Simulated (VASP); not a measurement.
# Al3Sb2P (P4mm) in VASP: relaxation of cell and atoms with PBE

Aim: the relaxation of cell and atoms of Al3Sb2P with PBE.

Everything below comes from runs of VASP 6.6.1. Logs are shortened: lines on timing, memory, paths and dates and some standing lists are left out, and cuts for length are marked.

### 1 The cell of the first run

Symmetry: P4mm, No. 99, tetragonal system. Conventional cell: a = 3.700 Å, b = 3.700 Å, c = 8.052 Å, α = 90.00°, β = 90.00°, γ = 90.00°. Al (site symmetry 2mm) has 10 Al at 2.62 to 3.70 Å and 4 Sb at 2.82 to 2.84 Å and 2 P at 3.54 Å within 3.7 Å. Within 3.7 Å of Al (site symmetry 4mm) lie 5 Sb at 2.77 to 2.86 Å and 4 P at 3.27 Å and 8 Al at 3.58 to 3.70 Å. Within 3.7 Å of Sb (site symmetry 4mm) lie 8 Al at 2.77 to 2.84 Å and 1 P at 2.88 Å and 4 Sb at 3.70 Å. Sb (site symmetry 4mm) has 4 P at 2.76 Å and 5 Al at 2.82 to 2.86 Å and 4 Sb at 3.70 Å within 3.7 Å. Within 3.7 Å of P (site symmetry 4mm) lie 5 Sb at 2.76 to 2.88 Å and 8 Al at 3.27 to 3.54 Å and 4 P at 3.70 Å.

The cell was built from a structure type or drawn by symmetry, and may not be a known phase.

### 2 Relaxation of cell and atoms, PBE

INCAR

```
PREC     = Accurate       # precision mode
ENCUT    = 500            # plane-wave cutoff, eV
EDIFF    = 1E-7           # SCF threshold, eV
ISMEAR   = 0              # smearing method
SIGMA    = 0.1            # smearing width, eV
LREAL    = F              # projectors in reciprocal space
LASPH    = T              # aspherical terms in the spheres
NELM     = 120            # most SCF steps
ALGO     = Normal         # electronic algorithm
ISIF     = 3              # what is computed and relaxed
LWAVE    = F              # write WAVECAR
LCHARG   = F              # write CHGCAR
GGA      = PE             # functional
IBRION   = 2              # ionic algorithm
NSW      = 90             # ionic steps
EDIFFG   = -0.04          # ionic threshold
GGA_COMPAT= F            
NELMIN   = 4
```

KPOINTS

```
Automatic mesh
0
Gamma
  6 6 2
```

POSCAR

```
Al3Sb2P
1.0
    3.6996788600      0.0000000000      0.0000000000
    0.0000000000      3.6996788600      0.0000000000
    0.0000000000      0.0000000000      8.0520470900
Al Sb P
3 2 1
Direct
    0.5000000000      0.0000000000      0.9983087800
    0.0000000000      0.5000000000      0.9983087800
    0.0000000000      0.0000000000      0.3792572600
    0.5000000000      0.5000000000      0.2665635600
    0.0000000000      0.0000000000      0.7339377400
    0.5000000000      0.5000000000      0.6236239100
```

Potentials or basis: VASP PAW PBE potentials, release 64 (Al, Sb_d_GW, P).

The run is started by

```bash
$ cat potpaw_PBE.64/Al/POTCAR potpaw_PBE.64/Sb_d_GW/POTCAR potpaw_PBE.64/P/POTCAR > POTCAR
$ mpirun -np 1 vasp_std > vasp.out
```

OUTCAR:

```text
PREC = Accurate
   ENCUT = 500
   EDIFF = 1E-7
   ISMEAR = 0
   LREAL = F
   LASPH = T
   NELM = 120
   ISIF = 3
   GGA = PE
   IBRION = 2
   NSW = 90
   EDIFFG = -0.04
   NELMIN = 4

 ion  position               nearest neighbor table
   1  0.500  0.000  0.998-   2 2.62   2 2.62   2 2.62   2 2.62   5 2.82   5 2.82   4 2.84   4 2.84

   2  0.000  0.500  0.998-   1 2.62   1 2.62   1 2.62   1 2.62   5 2.82   5 2.82   4 2.84   4 2.84

   3  0.000  0.000  0.379-   4 2.77   4 2.77   4 2.77   4 2.77   5 2.86
   4  0.500  0.500  0.267-   3 2.77   3 2.77   3 2.77   3 2.77   2 2.84   2 2.84   1 2.84   1 2.84
                             6 2.88
   5  0.000  0.000  0.734-   6 2.76   6 2.76   6 2.76   6 2.76   2 2.82   1 2.82   1 2.82   2 2.82
                             3 2.86
   6  0.500  0.500  0.624-   5 2.76   5 2.76   5 2.76   5 2.76   4 2.88

  LATTYP: Found a simple tetragonal cell.
 ALAT       =     3.6996788600
 C/A-ratio  =     2.1764178445

  Lattice vectors:

 A1 = (   3.6996788600,   0.0000000000,   0.0000000000)
 A2 = (   0.0000000000,   3.6996788600,   0.0000000000)
 A3 = (   0.0000000000,   0.0000000000,   8.0520470900)

Analysis of symmetry for initial positions (statically):
=====================================================================
 Subroutine PRICEL returns:
 Original cell was already a primitive cell.

 Routine SETGRP: Setting up the symmetry group for a
 simple tetragonal supercell.

 Subroutine GETGRP returns: Found  8 space group operations
 (whereof  8 operations were pure point group operations)
 out of a pool of 16 trial point group operations.

The static configuration has the point symmetry C_4v.

Analysis of symmetry for dynamics (positions and initial velocities):
=====================================================================
 Subroutine PRICEL returns:
 Original cell was already a primitive cell.

 Routine SETGRP: Setting up the symmetry group for a
 simple tetragonal supercell.

 Subroutine GETGRP returns: Found  8 space group operations
 (whereof  8 operations were pure point group operations)
 out of a pool of 16 trial point group operations.

The dynamic configuration has the point symmetry C_4v.

 Subroutine INISYM returns: Found  8 space group operations
 (whereof  8 operations are pure point group operations),
 and found     1 'primitive' translations

----------------------------------------------------------------------------------------

                                     Primitive cell

  volume of cell :     110.2134

  direct lattice vectors                    reciprocal lattice vectors
     3.699678860  0.000000000  0.000000000     0.270293730  0.000000000  0.000000000
     0.000000000  3.699678860  0.000000000     0.000000000  0.270293730  0.000000000
     0.000000000  0.000000000  8.052047090     0.000000000  0.000000000  0.124192021

  length of vectors
     3.699678860  3.699678860  8.052047090     0.270293730  0.270293730  0.124192021

  position of ions in fractional coordinates (direct lattice)
     0.500000000  0.000000000  0.998308780
     0.000000000  0.500000000  0.998308780
     0.000000000  0.000000000  0.379257260
     0.500000000  0.500000000  0.266563560
     0.000000000  0.000000000  0.733937740
     0.500000000  0.500000000  0.623623910

  ion indices of the primitive-cell ions
   primitive index   ion index
                 1           1
                 2           2
                 3           3
                 4           4
                 5           5
                 6           6

----------------------------------------------------------------------------------------

 KPOINTS: Automatic mesh

Automatic generation of k-mesh.
 Grid dimensions read from file:
 generate k-points for:    6    6    2

 Generating k-lattice:

  Cartesian coordinates                     Fractional coordinates (reciprocal lattice)
     0.045048955  0.000000000  0.000000000     0.166666667  0.000000000  0.000000000
     0.000000000  0.045048955  0.000000000     0.000000000  0.166666667  0.000000000
     0.000000000  0.000000000  0.062096010     0.000000000  0.000000000  0.500000000

  Length of vectors
     0.045048955  0.045048955  0.062096010

  Shift w.r.t. Gamma in fractional coordinates (k-lattice)
     0.000000000  0.000000000  0.000000000

 Subroutine IBZKPT returns following result:
 ===========================================

 Found     20 irreducible k-points:

 Following reciprocal coordinates:
            Coordinates               Weight
  0.000000  0.000000  0.000000      1.000000
  0.166667  0.000000  0.000000      4.000000
  0.333333  0.000000  0.000000      4.000000
  0.500000  0.000000  0.000000      2.000000
  0.166667  0.166667  0.000000      4.000000
  0.333333  0.166667  0.000000      8.000000
[... 12 lines left out ...]
  0.500000  0.333333  0.500000      4.000000
  0.500000  0.500000  0.500000      1.000000
   k-points           NKPTS =     20   k-points in BZ     NKDIM =     20   number of bands    NBANDS=     26
   number of dos      NEDOS =    301   number of ions     NIONS =      6
   total plane-waves  NPLWV =  47040
   dimension x,y,z NGX =    28 NGY =   28 NGZ =   60
   dimension x,y,z NGXF=    56 NGYF=   56 NGZF=  120
   ions per type =               3   2   1
   NGX,Y,Z   is equivalent  to a cutoff of  12.58, 12.58, 12.39 a.u.
   NGXF,Y,Z  is equivalent  to a cutoff of  25.16, 25.16, 24.78 a.u.
 SYSTEM =  unknown system
   PREC   = accura    normal or accurate (medium, high low for compatibility)
   ISTART =      0    job   : 0-new  1-cont  2-samecut
   ICHARG =      2    charge: 1-file 2-atom 10-const
   ISPIN  =      1    spin polarized calculation?
   LNONCOLLINEAR =      F non collinear calculations
   LSORBIT =      F    spin-orbit coupling
   LASPH  =      T    aspherical Exc in radial PAW
   ENCUT  =  500.0 eV  36.75 Ry    6.06 a.u.   6.75  6.75 14.68*2*pi/ulx,y,z
   NELM   =    120;   NELMIN=  4; NELMDL= -5     # of ELM steps
   EDIFF  = 0.1E-06   stopping-criterion for ELM
   LREAL  =      F    real-space projection
   EDIFFG = -.4E-01   stopping-criterion for IOM
   NSW    =     90    number of steps for IOM
   IBRION =      2    ionic relax: 0-MD 1-quasi-New 2-CG
   NFREE  =      1    steps in history (QN), initial steepest desc. (CG)
   ISIF   =      3    stress and relaxation
   ISYM   =      2    0-nonsym 1-usesym 2-fastsym
   POTIM  = 0.5000    time-step for ionic-motion
   TEBEG  =    0.0;   TEEND  =   0.0 temperature during run
   PSTRESS=    0.0 pullay stress
   NELECT =      44.0000    total number of electrons
   NUPDOWN=      -1.0000    fix difference up-down
   EMIN   =  10.00;   EMAX   =-10.00  energy-range for DOS
   EFERMI =   0.00;   METHOD = LEGACY
   ISMEAR =     0;   SIGMA  =   0.10  broadening in eV -4-tet -1-fermi 0-gaus
   EFERMI_NEDOS =   21; number of points for ismear=-14 and -15
   IALGO  =     38    algorithm
   IMIX   =      4    mixing-type and parameters
     AMIX     =   0.40;   BMIX     =  1.00
     AMIX_MAG =   1.60;   BMIX_MAG =  1.00
  volume/ion in A,a.u.               =      18.37       123.96
  Fermi-wavevector in a.u.,A,eV,Ry     =   1.205446  2.277962 19.770612  1.453099
  Thomas-Fermi vector in A             =   2.341142
   LORBIT       =      0    0 simple, 1 ext, 2 COOP (PROOUT), +10 PAW based schemes
   GGA     = PE    functional components
   LHFCALC =     F    Hartree Fock is set to
   AEXX    =    0.0000 exact exchange contribution
   IVDW    =     0    specifies the selected vdW correction
   LEPSILON=     F    determine dielectric tensor
   LRPA    =     F    only Hartree local field effects (RPA)
 conjugate gradient relaxation of ions
 non-spin polarized calculation
 Gauss-broadening in eV      SIGMA  =   0.10
  energy-cutoff  :      500.00
  volume of cell :      110.21
 maximum number of plane-waves:      2824
 NGX is ok and might be reduce to    28
   NGX = 13   NGY = 13   NGZ = 29

--------------------------------------- Ionic step        1  -------------------------------------------

 number of electron      43.9999988 magnetization

 Free energy of the ion-electron system (eV)
  ---------------------------------------------------
  ext. energy  EPLUGINS =         0.00000000
  ---------------------------------------------------
  free energy    TOTEN  =       -22.16719363 eV

  energy without entropy =      -22.15579438  energy(sigma->0) =      -22.16149400

------------------------ aborting loop because EDIFF is reached ----------------------------------------

  FORCE on cell =-STRESS in cart. coord.  units (eV):
  Direction    XX          YY          ZZ          XY          YZ          ZX
  --------------------------------------------------------------------------------------
  -------------------------------------------------------------------------------------
  Total       10.8068872     10.8068872      8.7743791      0.0000000      0.0000000      0.0000000
  in kB      157.1002359    157.1002359    127.5535683      0.0000000      0.0000000      0.0000000
  external PRESSURE =     147.2513467 kB  Pullay stress =       0.0000000 kB
[... 101 lines left out ...]
  FREE ENERGIE OF THE ION-ELECTRON SYSTEM (eV)
  ---------------------------------------------------
  free  energy   TOTEN  =       -23.0742483899 eV

  energy  without entropy=      -23.0595379927  energy(sigma->0) =      -23.06689319

 E-fermi :   6.1850     XC(G=0):  -9.9726

 val. band max:        6.1217436488   @ k =   0.5000   0.1667   0.0000
 cond. band min:       6.1876405353   @ k =   0.3333   0.1667   0.5000
 fundamental gap:      0.0658968864
 Fermi energy:         6.1850056581

 k-point     1 :       0.0000    0.0000    0.0000
  band No.  band energies     occupation
      1     -23.0975      2.00000
      2     -23.0824      2.00000
      3     -23.0380      2.00000
      4     -23.0380      2.00000
      5     -23.0353      2.00000
      6     -22.8974      2.00000
[... 569 lines left out ...]
     25       6.7635      0.00000
     26       6.7635      0.00000

[... ionic steps 4 to 27 ...]

--------------------------------------- Ionic step       28  -------------------------------------------

 number of electron      43.9999979 magnetization

------------------------ aborting loop because EDIFF is reached ----------------------------------------

  FORCE on cell =-STRESS in cart. coord.  units (eV):
  Direction    XX          YY          ZZ          XY          YZ          ZX
  --------------------------------------------------------------------------------------
  -------------------------------------------------------------------------------------
  Total        0.1438029      0.1438029     -0.1697500      0.0000000     -0.0000000      0.0000000
  in kB        1.7752594      1.7752594     -2.0955789      0.0000000     -0.0000000      0.0000000
  external PRESSURE =       0.4849799 kB  Pullay stress =       0.0000000 kB
[... 65 lines left out ...]
  energy  without entropy=      -23.8485994425  energy(sigma->0) =      -23.85262103

--------------------------------------- Ionic step       30  -------------------------------------------

 number of electron      43.9999959 magnetization

 Free energy of the ion-electron system (eV)
  ---------------------------------------------------
  ext. energy  EPLUGINS =         0.00000000
  ---------------------------------------------------
  free energy    TOTEN  =       -23.85701851 eV

  energy without entropy =      -23.84902549  energy(sigma->0) =      -23.85302200

 E-fermi :   6.3708     XC(G=0): -10.0756

 val. band max:        6.3016574984   @ k =   0.5000   0.3333   0.5000
 cond. band min:       6.4041610762   @ k =   0.0000   0.0000   0.0000
 fundamental gap:      0.1025035778
 Fermi energy:         6.3708215428

 k-point     1 :       0.0000    0.0000    0.0000
  band No.  band energies     occupation
      1     -22.8994      2.00000
      2     -22.8851      2.00000
      3     -22.8532      2.00000
      4     -22.8532      2.00000
      5     -22.8480      2.00000
      6     -22.6348      2.00000
[... 602 lines left out ...]
  FREE ENERGIE OF THE ION-ELECTRON SYSTEM (eV)
  ---------------------------------------------------
  free  energy   TOTEN  =       -23.8570185097 eV

  energy  without entropy=      -23.8490254930  energy(sigma->0) =      -23.85302200

 reached required accuracy - stopping structural energy minimisation
```

It took 11 min on 1 thread of Intel Xeon 6975P-C (Granite Rapids), shared host; peak memory 0.25 GiB.

What came out:

* Free energy: -23.8570 eV
* Relaxed volume: 21.64 Å³/atom
* Relaxed cell: a = 3.933 Å, b = 3.933 Å, c = 8.395 Å, α = 90.00°, β = 90.00°, γ = 90.00°
* Space group after relaxing (to 0.1 Å): P4mm (No. 99)
* Energy gained by relaxing: 281.6 meV/atom
* Ionic steps: 30
* Pressure after relaxing: 0.0 GPa
* Largest force after relaxing: 0.039 eV/Å
* Band gap on the k mesh: zero (bands 22 and 23 overlap by 2.92 eV)

Forces in eV/Å, atoms in the order of the input:
```
Al   0.000  0.000 -0.008
Al   0.000  0.000 -0.008
Al   0.000  0.000 -0.039
Sb   0.000  0.000  0.021
Sb   0.000  0.000  0.006
P    0.000  0.000  0.029
```

Step by step:
```
step  energy change (eV)  largest force (eV/Å)  pressure (GPa)  volume (Å³)
   1              0.0000                1.3077           14.73       110.21
   2             -0.8329                1.0974           -3.45       139.38
   3             -0.9071                1.1201           -0.58       131.66
   4             -0.9953                0.9571           -0.40       131.43
   5             -1.0677                0.8015            0.23       130.92
   6             -1.1188                0.8588            0.22       131.09
   7             -1.1995                1.0327            0.46       131.59
   8             -1.2589                0.5819           -0.33       132.76
   9             -1.2719                0.3325           -0.82       133.70
  10             -1.3211                0.3111           -0.38       132.12
  11             -1.3750                0.4147            1.14       127.99
  12             -1.4019                0.3773            0.85       128.30
  13             -1.4792                0.3642            0.07       129.21
  14             -1.5895                0.2064           -1.10       131.05
  15             -1.6436                0.1033           -0.27       129.36
  16             -1.6514                0.1239            0.16       128.51
  17             -1.6661                0.1338           -0.14       129.05
  18             -1.6716                0.2349           -0.40       129.66
  19             -1.6717                0.2225           -0.39       129.58
  20             -1.6756                0.1972            0.12       128.72
  21             -1.6760                0.1858            0.33       128.38
  22             -1.6797                0.1343            0.33       128.48
  23             -1.6841                0.1104            0.38       128.71
  24             -1.6842                0.1108            0.40       128.77
  25             -1.6869                0.1083           -0.15       130.08
  26             -1.6869                0.1083           -0.15       130.08
  27             -1.6881                0.0838           -0.04       129.91
  28             -1.6884                0.0670            0.05       129.78
  29             -1.6894                0.0485            0.05       129.81
  30             -1.6898                0.0389            0.04       129.83
```

Final structure:
```
Al Sb P
1.0
     3.93262    0.00000    0.00000
     0.00000    3.93262    0.00000
     0.00000    0.00000    8.39461
Al Sb P
3 2 1
Direct
  0.50000 0.00000 0.00630
  0.00000 0.50000 0.00630
  0.00000 0.00000 0.26252
  0.50000 0.50000 0.35285
  0.00000 0.00000 0.70728
  0.50000 0.50000 0.66476
```

Caveat: the k points lie up to 0.37 Å⁻¹ apart in the final cell, too coarse for converged energies and pressures of a metal; the volume moved by over 15 % at a fixed basis, so the end points are rough; spin-orbit coupling is left out, which moves the levels of the heavy elements.
